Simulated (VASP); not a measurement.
# CuI2 in VASP: further runs, part 2 of 2

VASP 6.6.1. Earlier steps stand in the parts before.

## Step 3: Single point, PBE

This run uses another cell than the first one, of 34.14 Å³/atom.

Contents of INCAR:

```
PREC = Accurate
ENCUT = 520
EDIFF = 1E-6
ISMEAR = -1
SIGMA = 0.0284
LREAL = F
LASPH = T
NELM = 100
ALGO = Normal
ISIF = 2
LWAVE = F
LCHARG = T
GGA = PE
LELF = T
LVHAR = T
NBANDS = 20
```

Contents of KPOINTS:

```
Automatic mesh
0
Gamma
  10 10 5
```

Contents of POSCAR:

```
CuI2
1.0
    3.9332629658      0.0000002778      0.0000000000
   -1.9666317235      3.4063055092      0.0000000000
    0.0000000000      0.0000000000      7.6436224026
Cu I
1 2
Direct
    0.0000000000      0.0000000000      0.0000000000
    0.3333333333      0.6666666667      0.7900456749
    0.6666666667      0.3333333333      0.2099543251
```

Potentials or basis: VASP PAW PBE potentials, release 64 (Cu, I).

On the command line:

```sh
$ cat potpaw_PBE.64/Cu/POTCAR potpaw_PBE.64/I/POTCAR > POTCAR
$ mpirun -np 1 vasp_std > vasp.out
```

OUTCAR:

```text
PREC = Accurate
   ENCUT = 520
   EDIFF = 1E-6
   ISMEAR = -1
   LREAL = F
   LASPH = T
   NELM = 100
   ISIF = 2
   GGA = PE

 ion  position               nearest neighbor table
   1  0.000  0.000  0.000-   2 2.78   3 2.78   2 2.78   3 2.78   3 2.78   2 2.78
   2  0.333  0.667  0.790-   1 2.78   1 2.78   1 2.78
   3  0.667  0.333  0.210-   1 2.78   1 2.78   1 2.78

  LATTYP: Found a hexagonal cell.
 ALAT       =     3.9332629658
 C/A-ratio  =     1.9433285974

  Lattice vectors:

 A1 = (   3.9332629658,   0.0000002778,   0.0000000000)
 A2 = (  -1.9666317235,   3.4063055092,   0.0000000000)
 A3 = (   0.0000000000,   0.0000000000,   7.6436224026)

Analysis of symmetry for initial positions (statically):
=====================================================================
 Subroutine PRICEL returns:
 Original cell was already a primitive cell.

 Routine SETGRP: Setting up the symmetry group for a
 hexagonal supercell.

 Subroutine GETGRP returns: Found 12 space group operations
 (whereof 12 operations were pure point group operations)
 out of a pool of 24 trial point group operations.

The static configuration has the point symmetry D_3d.

Analysis of symmetry for dynamics (positions and initial velocities):
=====================================================================
 Subroutine PRICEL returns:
 Original cell was already a primitive cell.

 Routine SETGRP: Setting up the symmetry group for a
 hexagonal supercell.

 Subroutine GETGRP returns: Found 12 space group operations
 (whereof 12 operations were pure point group operations)
 out of a pool of 24 trial point group operations.

The dynamic configuration has the point symmetry D_3d.

 Subroutine INISYM returns: Found 12 space group operations
 (whereof 12 operations are pure point group operations),
 and found     1 'primitive' translations

----------------------------------------------------------------------------------------

                                     Primitive cell

  volume of cell :     102.4085

  direct lattice vectors                    reciprocal lattice vectors
     3.933262966  0.000000278  0.000000000     0.254241826  0.146786611  0.000000000
    -1.966631723  3.406305509  0.000000000    -0.000000021  0.293573186  0.000000000
     0.000000000  0.000000000  7.643622403     0.000000000  0.000000000  0.130828022

  length of vectors
     3.933262966  3.933262966  7.643622403     0.293573186  0.293573186  0.130828022

  position of ions in fractional coordinates (direct lattice)
     0.000000000  0.000000000  0.000000000
     0.333333333  0.666666667  0.790045675
     0.666666667  0.333333333  0.209954325

  ion indices of the primitive-cell ions
   primitive index   ion index
                 1           1
                 2           2
                 3           3

----------------------------------------------------------------------------------------

 KPOINTS: Automatic mesh

Automatic generation of k-mesh.
 Grid dimensions read from file:
 generate k-points for:   10   10    5

 Generating k-lattice:

  Cartesian coordinates                     Fractional coordinates (reciprocal lattice)
     0.025424183  0.014678661  0.000000000     0.100000000 -0.000000000  0.000000000
    -0.000000002  0.029357319  0.000000000     0.000000000  0.100000000  0.000000000
     0.000000000  0.000000000  0.026165604     0.000000000  0.000000000  0.200000000

  Length of vectors
     0.029357319  0.029357319  0.026165604

  Shift w.r.t. Gamma in fractional coordinates (k-lattice)
     0.000000000  0.000000000  0.000000000

 Subroutine IBZKPT returns following result:
 ===========================================

 Found     58 irreducible k-points:

 Following reciprocal coordinates:
            Coordinates               Weight
  0.000000  0.000000  0.000000      1.000000
  0.100000  0.000000  0.000000      6.000000
  0.200000  0.000000  0.000000      6.000000
  0.300000  0.000000  0.000000      6.000000
  0.400000  0.000000  0.000000      6.000000
  0.500000  0.000000  0.000000      3.000000
[... 16 lines left out ...]
  0.000000  0.400000  0.200000      6.000000
  0.500000  0.000000  0.200000      6.000000
 [... further k-points ...]
   k-points           NKPTS =     58   k-points in BZ     NKDIM =     58   number of bands    NBANDS=     20
   number of dos      NEDOS =    301   number of ions     NIONS =      3
   total plane-waves  NPLWV =  54000
   dimension x,y,z NGX =    30 NGY =   30 NGZ =   60
   dimension x,y,z NGXF=    60 NGYF=   60 NGZF=  120
   ions per type =               1   2
   NGX,Y,Z   is equivalent  to a cutoff of  12.68, 12.68, 13.05 a.u.
   NGXF,Y,Z  is equivalent  to a cutoff of  25.36, 25.36, 26.10 a.u.
 SYSTEM =  unknown system
   PREC   = accura    normal or accurate (medium, high low for compatibility)
   ISTART =      0    job   : 0-new  1-cont  2-samecut
   ICHARG =      2    charge: 1-file 2-atom 10-const
   ISPIN  =      1    spin polarized calculation?
   LNONCOLLINEAR =      F non collinear calculations
   LSORBIT =      F    spin-orbit coupling
   LASPH  =      T    aspherical Exc in radial PAW
   ENCUT  =  520.0 eV  38.22 Ry    6.18 a.u.   7.31  7.31 14.21*2*pi/ulx,y,z
   NELM   =    100;   NELMIN=  2; NELMDL= -5     # of ELM steps
   EDIFF  = 0.1E-05   stopping-criterion for ELM
   LREAL  =      F    real-space projection
   EDIFFG = 0.1E-04   stopping-criterion for IOM
   NSW    =      0    number of steps for IOM
   IBRION =     -1    ionic relax: 0-MD 1-quasi-New 2-CG
   NFREE  =      0    steps in history (QN), initial steepest desc. (CG)
   ISIF   =      2    stress and relaxation
   ISYM   =      2    0-nonsym 1-usesym 2-fastsym
   POTIM  = 0.5000    time-step for ionic-motion
   TEBEG  =    0.0;   TEEND  =   0.0 temperature during run
   PSTRESS=    0.0 pullay stress
   NELECT =      25.0000    total number of electrons
   NUPDOWN=      -1.0000    fix difference up-down
   EMIN   =  10.00;   EMAX   =-10.00  energy-range for DOS
   EFERMI =   0.00;   METHOD = LEGACY
   ISMEAR =    -1;   SIGMA  =   0.03  broadening in eV -4-tet -1-fermi 0-gaus
   EFERMI_NEDOS =   21; number of points for ismear=-14 and -15
   IALGO  =     38    algorithm
   IMIX   =      4    mixing-type and parameters
     AMIX     =   0.40;   BMIX     =  1.00
     AMIX_MAG =   1.60;   BMIX_MAG =  1.00
  volume/ion in A,a.u.               =      34.14       230.36
  Fermi-wavevector in a.u.,A,eV,Ry     =   1.023158  1.933489 14.243303  1.046853
  Thomas-Fermi vector in A             =   2.156877
   LORBIT       =      0    0 simple, 1 ext, 2 COOP (PROOUT), +10 PAW based schemes
   GGA     = PE    functional components
   LHFCALC =     F    Hartree Fock is set to
   AEXX    =    0.0000 exact exchange contribution
   IVDW    =     0    specifies the selected vdW correction
   LEPSILON=     F    determine dielectric tensor
   LRPA    =     F    only Hartree local field effects (RPA)
 non-spin polarized calculation
  energy-cutoff  :      520.00
  volume of cell :      102.41
 maximum number of plane-waves:      2794
 NGX is ok and might be reduce to    30
   NGX = 15   NGY = 15   NGZ = 29

 number of electron      24.9999991 magnetization

 Free energy of the ion-electron system (eV)
  ---------------------------------------------------
  ext. energy  EPLUGINS =         0.00000000
  ---------------------------------------------------
  free energy    TOTEN  =        -6.88653757 eV

  energy without entropy =       -6.87157979  energy(sigma->0) =       -6.87905868

 E-fermi :   2.8523     XC(G=0):  -8.2796

 val. band max:        2.8326351022   @ k =  -0.1000   0.4000   0.2000
 cond. band min:       2.8608013405   @ k =   0.3000   0.1000   0.2000
 fundamental gap:      0.0281662383
 Fermi energy:         2.8522744111

 k-point     1 :       0.0000    0.0000    0.0000
  band No.  band energies     occupation
      1     -10.2231      2.00000
      2      -9.4894      2.00000
      3      -1.5445      2.00000
      4       0.0892      2.00000
      5       0.0892      2.00000
      6       0.8863      2.00000
[... 12 lines left out ...]
     19      11.9929      0.00000
     20      11.9972      0.00000
[... 507 lines left out ...]
 k-point    24 :       0.5000    0.0000    0.2000
  band No.  band energies     occupation
      1      -9.2460      2.00000
      2      -9.0975      2.00000
      3      -2.0154      2.00000
      4      -1.0719      2.00000
      5       0.0832      2.00000
      6       0.0870      2.00000
[... 12 lines left out ...]
     19      11.1624      0.00000
     20      12.4098      0.00000

 [... further k-points ...]

------------------------ aborting loop because EDIFF is reached ----------------------------------------

  FORCE on cell =-STRESS in cart. coord.  units (eV):
  Direction    XX          YY          ZZ          XY          YZ          ZX
  --------------------------------------------------------------------------------------
  -------------------------------------------------------------------------------------
  Total        0.0076246      0.0076246      0.0343775     -0.0000000      0.0000000      0.0000000
  in kB        0.1192870      0.1192870      0.5378344     -0.0000000      0.0000000      0.0000000
  external PRESSURE =       0.2588028 kB  Pullay stress =       0.0000000 kB

 VOLUME and BASIS-vectors are now :
 -----------------------------------------------------------------------------
  energy-cutoff  :      520.00
  volume of cell :      102.41
      direct lattice vectors                 reciprocal lattice vectors
     3.933262966  0.000000278  0.000000000     0.254241826  0.146786611  0.000000000
    -1.966631723  3.406305509  0.000000000    -0.000000021  0.293573186  0.000000000
     0.000000000  0.000000000  7.643622403     0.000000000  0.000000000  0.130828022

 POSITION                                       TOTAL-FORCE (eV/Angst)
 -----------------------------------------------------------------------------------
      0.00000      0.00000      0.00000         0.000000     -0.000000      0.000000
     -0.00000      2.27087      6.03881         0.000000      0.000000     -0.009327
      1.96663      1.13544      1.60481        -0.000000     -0.000000      0.009327
 -----------------------------------------------------------------------------------
    total drift:                               -0.000000      0.000000     -0.000000

  FREE ENERGIE OF THE ION-ELECTRON SYSTEM (eV)
  ---------------------------------------------------
  free  energy   TOTEN  =        -6.8865375686 eV

  energy  without entropy=       -6.8715797941  energy(sigma->0) =       -6.87905868
```

OSZICAR:

```text
N       E                     dE             d eps       ncg     rms          rms(c)
DAV:   1     0.169986799570E+03    0.16999E+03   -0.98257E+03  2320   0.114E+03
DAV:   2     0.975565184343E+01   -0.16023E+03   -0.15164E+03  2392   0.250E+02
DAV:   3    -0.702635694534E+01   -0.16782E+02   -0.16358E+02  3064   0.881E+01
DAV:   4    -0.784432041562E+01   -0.81796E+00   -0.81303E+00  3132   0.180E+01
DAV:   5    -0.786961410117E+01   -0.25294E-01   -0.25285E-01  3164   0.326E+00    0.985E+00
DAV:   6    -0.855527740856E+01   -0.68566E+00   -0.17956E+01  2656   0.112E+02    0.877E+00
DAV:   7    -0.688497784780E+01    0.16703E+01   -0.47324E+00  3040   0.609E+01    0.338E+00
DAV:   8    -0.698201225340E+01   -0.97034E-01   -0.11884E+00  3400   0.313E+01    0.261E+00
DAV:   9    -0.688970730700E+01    0.92305E-01   -0.60353E-01  3128   0.245E+01    0.101E+00
DAV:  10    -0.688618939894E+01    0.35179E-02   -0.48971E-02  3576   0.592E+00    0.464E-01
DAV:  11    -0.688664744374E+01   -0.45804E-03   -0.51319E-03  2664   0.418E-01    0.512E-01
DAV:  12    -0.688664923961E+01   -0.17959E-05   -0.65823E-04  3504   0.586E-01    0.118E-01
DAV:  13    -0.688656926056E+01    0.79979E-04   -0.12730E-04  3340   0.367E-01    0.835E-02
DAV:  14    -0.688654341594E+01    0.25845E-04   -0.42814E-05  3612   0.185E-01    0.374E-02
DAV:  15    -0.688653981722E+01    0.35987E-05   -0.47696E-05  3224   0.238E-01    0.542E-02
DAV:  16    -0.688653792254E+01    0.18947E-05   -0.20095E-05  3560   0.733E-02    0.178E-02
DAV:  17    -0.688653756857E+01    0.35397E-06   -0.31687E-07  1488   0.480E-03
   1 F= -.68865376E+01 E0= -.68790587E+01  d E =-.149578E-01
```

stdout:

```text
POSCAR found type information on POSCAR CuI
 POSCAR found :  2 types and       3 ions
 scaLAPACK will be used
 LDA part: xc-table for (Slater+PW92), standard interpolation
 POSCAR, INCAR and KPOINTS ok, starting setup
 FFT: planning ... GRIDC
 FFT: planning ... GRID_SOFT
 FFT: planning ... GRID
 WAVECAR not read
 entering main loop
```

It took 4.4 min on 1 thread of Intel Xeon 8259CL, shared host; peak memory 0.29 GiB.

What came out:

```
Free energy            : -6.8865 eV
Pressure               : 0.0 GPa
Largest force          : 0.009 eV/Å
Band gap on the k mesh : zero (an odd number of electrons rules out a gap without spin polarisation)
```

Forces on the atoms (eV/Å):
```
Cu   0.000  0.000  0.000
I    0.000  0.000 -0.009
I    0.000  0.000  0.009
```

Caveat: spin-orbit coupling is left out, which moves the levels of the heavy elements; this functional lacks dispersion, which binds the layers, so the pressure and a relaxed spacing across them are unreliable; an odd number of electrons without spin polarisation forces a metal; a magnetic or distorted state may lie lower.
